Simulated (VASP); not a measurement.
# Ta2Si (I4/mcm) in VASP: notebook

The runs below take Ta2Si through single point, with LDA, PBEsol+D4, PBEsol+D3(BJ).

Everything below comes from runs of VASP 6.6.1. Logs are shortened: lines on timing, memory, paths and dates and some standing lists are left out, and cuts for length are marked.

## Step 1: The cell of the first run

Symmetry: I4/mcm, No. 140, tetragonal system. Conventional cell: a = 6.093 Å, b = 6.093 Å, c = 5.009 Å, α = 90.00°, β = 90.00°, γ = 90.00°. Within 3.4 Å of Ta (site symmetry m2m) lie 4 Si at 2.60 Å and 11 Ta at 2.81 to 3.23 Å. Within 3.3 Å of Si (site symmetry 422) lie 2 Si at 2.50 Å and 8 Ta at 2.60 Å.

## Step 2: Single point, LDA

INCAR reads:

```
PREC = Accurate ; ENCUT = 520
EDIFF = 1E-6 ; ISMEAR = 0
SIGMA = 0.1 ; LREAL = F
LASPH = T ; NELM = 80
ALGO = Fast ; ISIF = 2
LWAVE = F ; LCHARG = F
GGA = CA ; NBANDS = 35
```

KPOINTS reads:

```
Automatic mesh
0
Gamma
  10 10 10
```

POSCAR reads:

```
Ta2Si
1.0
   -3.0462865948      3.0462865948      2.5047182270
    3.0462865948     -3.0462865948      2.5047182270
    3.0462865948      3.0462865948     -2.5047182270
Ta Si
4 2
Direct
    0.6629470014      0.8370529986      0.5000000000
    0.8370529986      0.3370529986      0.1741059972
    0.3370529986      0.1629470014      0.5000000000
    0.1629470014      0.6629470014      0.8258940028
    0.2500000000      0.2500000000      0.0000000000
    0.7500000000      0.7500000000      0.0000000000
```

Potentials or basis: VASP PAW LDA potentials, release 64 (Ta_pv, Si).

The run is started by

```console
> cat potpaw_LDA.64/Ta_pv/POTCAR potpaw_LDA.64/Si/POTCAR > POTCAR
> mpirun -np 1 vasp_std > vasp.out
```

OUTCAR:

```text
PREC = Accurate
   ENCUT = 520
   EDIFF = 1E-6
   ISMEAR = 0
   LREAL = F
   LASPH = T
   NELM = 80
   ISIF = 2
   GGA = CA

 ion  position               nearest neighbor table
   1  0.663  0.837  0.500-   5 2.60   5 2.60   6 2.60   6 2.60   3 2.81   3 2.92   3 2.92   4 3.20
                             2 3.20   4 3.20   2 3.20   4 3.23   2 3.23   4 3.23   2 3.23
   2  0.837  0.337  0.174-   6 2.60   5 2.60   5 2.60   6 2.60   4 2.81   4 2.92   4 2.92   3 3.20
                             1 3.20   1 3.20   3 3.20   3 3.23   1 3.23   3 3.23   1 3.23
   3  0.337  0.163  0.500-   6 2.60   6 2.60   5 2.60   5 2.60   1 2.81   1 2.92   1 2.92   4 3.20
                             2 3.20   4 3.20   2 3.20   4 3.23   2 3.23   2 3.23   4 3.23
   4  0.163  0.663  0.826-   6 2.60   5 2.60   5 2.60   6 2.60   2 2.81   2 2.92   2 2.92   1 3.20
                             3 3.20   3 3.20   1 3.20   3 3.23   1 3.23   1 3.23   3 3.23
   5  0.250  0.250  0.000-   6 2.50   6 2.50   2 2.60   4 2.60   1 2.60   1 2.60   3 2.60   3 2.60
                             4 2.60   2 2.60
   6  0.750  0.750  0.000-   5 2.50   5 2.50   3 2.60   3 2.60   4 2.60   2 2.60   1 2.60   2 2.60
                             4 2.60   1 2.60

  LATTYP: Found a body centered tetragonal cell.
 ALAT       =     6.0925731896
 C/A-ratio  =     0.8222201520

  Lattice vectors:

 A1 = (  -3.0462865948,   3.0462865948,   2.5047182270)
 A2 = (   3.0462865948,  -3.0462865948,   2.5047182270)
 A3 = (   3.0462865948,   3.0462865948,  -2.5047182270)

Analysis of symmetry for initial positions (statically):
=====================================================================
 Subroutine PRICEL returns:
 Original cell was already a primitive cell.

 Routine SETGRP: Setting up the symmetry group for a
 body centered tetragonal supercell.

 Subroutine GETGRP returns: Found 16 space group operations
 (whereof  8 operations were pure point group operations)
 out of a pool of 16 trial point group operations.

The static configuration has the point symmetry C_4h.
 The point group associated with its full space group is D_4h.

Analysis of symmetry for dynamics (positions and initial velocities):
=====================================================================
 Subroutine PRICEL returns:
 Original cell was already a primitive cell.

 Routine SETGRP: Setting up the symmetry group for a
 body centered tetragonal supercell.

 Subroutine GETGRP returns: Found 16 space group operations
 (whereof  8 operations were pure point group operations)
 out of a pool of 16 trial point group operations.

The dynamic configuration has the point symmetry C_4h.
 The point group associated with its full space group is D_4h.

 Subroutine INISYM returns: Found 16 space group operations
 (whereof  8 operations are pure point group operations),
 and found     1 'primitive' translations

----------------------------------------------------------------------------------------

                                     Primitive cell

  volume of cell :      92.9738

  direct lattice vectors                    reciprocal lattice vectors
    -3.046286595  3.046286595  2.504718227     0.000000000  0.164134261  0.199623253
     3.046286595 -3.046286595  2.504718227     0.164134261  0.000000000  0.199623253
     3.046286595  3.046286595 -2.504718227     0.164134261  0.164134261  0.000000000

  length of vectors
     4.983305874  4.983305874  4.983305874     0.258436644  0.258436644  0.232120898

  position of ions in fractional coordinates (direct lattice)
     0.662947001  0.837052999  0.500000000
     0.837052999  0.337052999  0.174105997
     0.337052999  0.162947001  0.500000000
     0.162947001  0.662947001  0.825894003
     0.250000000  0.250000000  0.000000000
     0.750000000  0.750000000  0.000000000

  ion indices of the primitive-cell ions
   primitive index   ion index
                 1           1
                 2           2
                 3           3
                 4           4
                 5           5
                 6           6

----------------------------------------------------------------------------------------

 KPOINTS: Automatic mesh

Automatic generation of k-mesh.
 Grid dimensions read from file:
 generate k-points for:   10   10   10

 Generating k-lattice:

  Cartesian coordinates                     Fractional coordinates (reciprocal lattice)
     0.000000000  0.016413426  0.019962325     0.100000000  0.000000000  0.000000000
     0.016413426  0.000000000  0.019962325     0.000000000  0.100000000  0.000000000
     0.016413426  0.016413426  0.000000000     0.000000000  0.000000000  0.100000000

  Length of vectors
     0.025843664  0.025843664  0.023212090

  Shift w.r.t. Gamma in fractional coordinates (k-lattice)
     0.000000000  0.000000000  0.000000000

 Subroutine IBZKPT returns following result:
 ===========================================

 Found    102 irreducible k-points:

 Following reciprocal coordinates:
            Coordinates               Weight
  0.000000  0.000000  0.000000      1.000000
  0.100000 -0.000000  0.000000      8.000000
  0.200000 -0.000000  0.000000      8.000000
  0.300000  0.000000  0.000000      8.000000
  0.400000  0.000000  0.000000      8.000000
  0.500000  0.000000 -0.000000      4.000000
[... 16 lines left out ...]
  0.300000  0.300000  0.000000      8.000000
  0.400000  0.300000  0.000000     16.000000
 [... further k-points ...]
   k-points           NKPTS =    102   k-points in BZ     NKDIM =    102   number of bands    NBANDS=     35
   number of dos      NEDOS =    301   number of ions     NIONS =      6
   total plane-waves  NPLWV =  64000
   dimension x,y,z NGX =    40 NGY =   40 NGZ =   40
   dimension x,y,z NGXF=    80 NGYF=   80 NGZF=   80
   ions per type =               4   2
   NGX,Y,Z   is equivalent  to a cutoff of  13.34, 13.34, 13.34 a.u.
   NGXF,Y,Z  is equivalent  to a cutoff of  26.69, 26.69, 26.69 a.u.
 SYSTEM =  unknown system
   PREC   = accura    normal or accurate (medium, high low for compatibility)
   ISTART =      0    job   : 0-new  1-cont  2-samecut
   ICHARG =      2    charge: 1-file 2-atom 10-const
   ISPIN  =      1    spin polarized calculation?
   LNONCOLLINEAR =      F non collinear calculations
   LSORBIT =      F    spin-orbit coupling
   LASPH  =      T    aspherical Exc in radial PAW
   ENCUT  =  520.0 eV  38.22 Ry    6.18 a.u.   9.27  9.27  9.27*2*pi/ulx,y,z
   NELM   =     80;   NELMIN=  2; NELMDL= -5     # of ELM steps
   EDIFF  = 0.1E-05   stopping-criterion for ELM
   LREAL  =      F    real-space projection
   EDIFFG = 0.1E-04   stopping-criterion for IOM
   NSW    =      0    number of steps for IOM
   IBRION =     -1    ionic relax: 0-MD 1-quasi-New 2-CG
   NFREE  =      0    steps in history (QN), initial steepest desc. (CG)
   ISIF   =      2    stress and relaxation
   ISYM   =      2    0-nonsym 1-usesym 2-fastsym
   POTIM  = 0.5000    time-step for ionic-motion
   TEBEG  =    0.0;   TEEND  =   0.0 temperature during run
   PSTRESS=    0.0 pullay stress
   NELECT =      52.0000    total number of electrons
   NUPDOWN=      -1.0000    fix difference up-down
   EMIN   =  10.00;   EMAX   =-10.00  energy-range for DOS
   EFERMI =   0.00;   METHOD = LEGACY
   ISMEAR =     0;   SIGMA  =   0.10  broadening in eV -4-tet -1-fermi 0-gaus
   EFERMI_NEDOS =   21; number of points for ismear=-14 and -15
   IALGO  =     68    algorithm
   IMIX   =      4    mixing-type and parameters
     AMIX     =   0.40;   BMIX     =  1.00
     AMIX_MAG =   1.60;   BMIX_MAG =  1.00
  volume/ion in A,a.u.               =      15.50       104.57
  Fermi-wavevector in a.u.,A,eV,Ry     =   1.348826  2.548911 24.753496  1.819331
  Thomas-Fermi vector in A             =   2.476463
   LORBIT       =      0    0 simple, 1 ext, 2 COOP (PROOUT), +10 PAW based schemes
   GGA     = CA    functional components
   LHFCALC =     F    Hartree Fock is set to
   AEXX    =    0.0000 exact exchange contribution
   IVDW    =     0    specifies the selected vdW correction
   LEPSILON=     F    determine dielectric tensor
   LRPA    =     F    only Hartree local field effects (RPA)
 non-spin polarized calculation
 RMM-DIIS sequential band-by-band and
 Gauss-broadening in eV      SIGMA  =   0.10
  energy-cutoff  :      520.00
  volume of cell :       92.97
 maximum number of plane-waves:      2533
 NGX is ok and might be reduce to    40
   NGX = 19   NGY = 19   NGZ = 19

 number of electron      52.0000001 magnetization

 Free energy of the ion-electron system (eV)
  ---------------------------------------------------
  ext. energy  EPLUGINS =         0.00000000
  ---------------------------------------------------
  free energy    TOTEN  =       -66.74169036 eV

  energy without entropy =      -66.72482980  energy(sigma->0) =      -66.73326008

 E-fermi :   7.8065     XC(G=0): -12.7581

 val. band max:        7.8010879958   @ k =  -0.4000   0.4000   0.1000
 cond. band min:       7.8090396657   @ k =  -0.2000   0.3000   0.1000
 fundamental gap:      0.0079516699
 Fermi energy:         7.8065185748

 k-point     1 :       0.0000    0.0000    0.0000
  band No.  band energies     occupation
      1     -26.5238      2.00000
      2     -26.5055      2.00000
      3     -26.5055      2.00000
      4     -26.4470      2.00000
      5     -26.4470      2.00000
      6     -26.4255      2.00000
[... 27 lines left out ...]
     34      12.2477      0.00000
     35      13.5737      0.00000

 k-point     2 :       0.1000   -0.0000    0.0000
  band No.  band energies     occupation
      1     -26.5502      2.00000
      2     -26.5360      2.00000
      3     -26.5130      2.00000
      4     -26.4194      2.00000
      5     -26.4160      2.00000
      6     -26.4099      2.00000
[... 27 lines left out ...]
     34      11.9869      0.00000
     35      13.4266      0.00000
[... 796 lines left out ...]
     34      11.4803      0.00000
     35      12.5382      0.00000

 k-point    24 :       0.4000    0.3000    0.0000
  band No.  band energies     occupation
      1     -26.6288      2.00000
      2     -26.5392      2.00000
      3     -26.5203      2.00000
      4     -26.4376      2.00000
      5     -26.3974      2.00000
      6     -26.3167      2.00000
[... 27 lines left out ...]
     34      11.7034      0.00000
     35      12.3047      0.00000

 [... further k-points ...]

------------------------ aborting loop because EDIFF is reached ----------------------------------------

  FORCE on cell =-STRESS in cart. coord.  units (eV):
  Direction    XX          YY          ZZ          XY          YZ          ZX
  --------------------------------------------------------------------------------------
  -------------------------------------------------------------------------------------
  Total        0.5249279      0.5249279      0.4999742      0.0000000     -0.0000000      0.0000000
  in kB        9.0458596      9.0458596      8.6158431      0.0000000     -0.0000000      0.0000000
  external PRESSURE =       8.9025208 kB  Pullay stress =       0.0000000 kB

 VOLUME and BASIS-vectors are now :
 -----------------------------------------------------------------------------
  energy-cutoff  :      520.00
  volume of cell :       92.97
      direct lattice vectors                 reciprocal lattice vectors
    -3.046286595  3.046286595  2.504718227     0.000000000  0.164134261  0.199623253
     3.046286595 -3.046286595  2.504718227     0.164134261  0.000000000  0.199623253
     3.046286595  3.046286595 -2.504718227     0.164134261  0.164134261  0.000000000

 POSITION                                       TOTAL-FORCE (eV/Angst)
 -----------------------------------------------------------------------------------
      2.05352      0.99277      2.50472         0.004358     -0.004358      0.000000
     -0.99277      2.05352      2.50472         0.004358      0.004358     -0.000000
      0.99277      2.05352      0.00000        -0.004358      0.004358      0.000000
      4.03905      0.99277      0.00000        -0.004358     -0.004358      0.000000
      0.00000      0.00000      1.25236         0.000000     -0.000000      0.000000
      0.00000      0.00000      3.75708         0.000000     -0.000000      0.000000
 -----------------------------------------------------------------------------------
    total drift:                                0.000000      0.000000     -0.000000

  FREE ENERGIE OF THE ION-ELECTRON SYSTEM (eV)
  ---------------------------------------------------
  free  energy   TOTEN  =       -66.7416903621 eV

  energy  without entropy=      -66.7248298021  energy(sigma->0) =      -66.73326008
```

Run time: 3.8 min. Hardware: 1 thread of Intel Xeon 6975P-C (Granite Rapids), shared host; peak memory 0.37 GiB.

Results:

```
Free energy            : -66.7417 eV
Pressure               : 0.9 GPa
Largest force          : 0.006 eV/Å
Band gap on the k mesh : zero (band 26 reaches 8.13 eV, above the bottom of band 27 at 7.38 eV)
```

Forces on the atoms (eV/Å):
```
Ta   0.004 -0.004  0.000
Ta   0.004  0.004  0.000
Ta  -0.004  0.004  0.000
Ta  -0.004 -0.004  0.000
Si   0.000  0.000  0.000
Si   0.000  0.000  0.000
```

Levels at points of the mesh, in eV from the Fermi level:
| k point | band 24 | band 25 | band 26 | band 27 | band 28 | band 29 |
| --- | --- | --- | --- | --- | --- | --- |
| (0.00, 0.00, 0.00) | -2.00 | 0.16 | 0.19 | 0.91 | 1.33 | 1.33 |
| (0.50, 0.00, 0.00) | -2.04 | -0.99 | -0.99 | 0.67 | 0.67 | 1.93 |
| (0.50, 0.50, 0.00) | -1.41 | -0.25 | 0.02 | 0.05 | 0.66 | 1.35 |
| (0.50, 0.50, 0.50) | -1.07 | -1.03 | -1.03 | -0.26 | 0.18 | 0.70 |

Caveat: spin-orbit coupling is left out, which moves the levels of the heavy elements.

(Continued in part 2 of 3.)
